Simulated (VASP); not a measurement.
Crystal: In3As.

```
In As
1.0
     4.67168    0.00000    0.00000
     0.00000    4.67168    0.00000
     0.00000    0.00000    4.67168
In As
3 1
Direct
  0.50000 0.50000 0.00000
  0.50000 0.00000 0.50000
  0.00000 0.50000 0.50000
  0.00000 0.00000 0.00000
```

```yaml
Program: VASP 6.6.1
Task: relaxation of cell and atoms
Functional: PBEsol
Dispersion: D3(BJ)
Potentials_or_basis: VASP PAW PBE potentials, release 64 (In_d, As)
Cutoff: 600 eV
k_mesh: 6 × 6 × 6
Occupations: fermi-dirac, width 0.05 eV
Spin: no spin polarisation
```

At the start: pressure -4.7 GPa; volume 25.49 Å³/atom.

**Question.** Where does the relaxation end?

**Answer.** Over 3 steps the energy falls by 40.5 meV/atom and the volume is 22.96 Å³/atom (-9.9 %); space group Pm-3m (No. 221, to 0.1 Å) before and after.

The path:
| step | energy change (eV) | largest force (eV/Å) | pressure (GPa) | volume (Å³) |
| --- | --- | --- | --- | --- |
| 1 | 0.0000 | 0.0000 | -4.66 | 101.96 |
| 2 | -0.1617 | 0.0000 | 0.29 | 91.40 |
| 3 | -0.1621 | 0.0000 | 0.00 | 91.85 |

Final structure:
```
CELL_PARAMETERS angstrom
4.51183 0.00000 0.00000
0.00000 4.51183 0.00000
0.00000 0.00000 4.51183
ATOMIC_POSITIONS crystal
In 0.50000 0.50000 0.00000
In 0.50000 0.00000 0.50000
In 0.00000 0.50000 0.50000
As 0.00000 0.00000 0.00000
```

Caveat: the PAW data sets were made with another functional, which shifts forces and pressure a little.
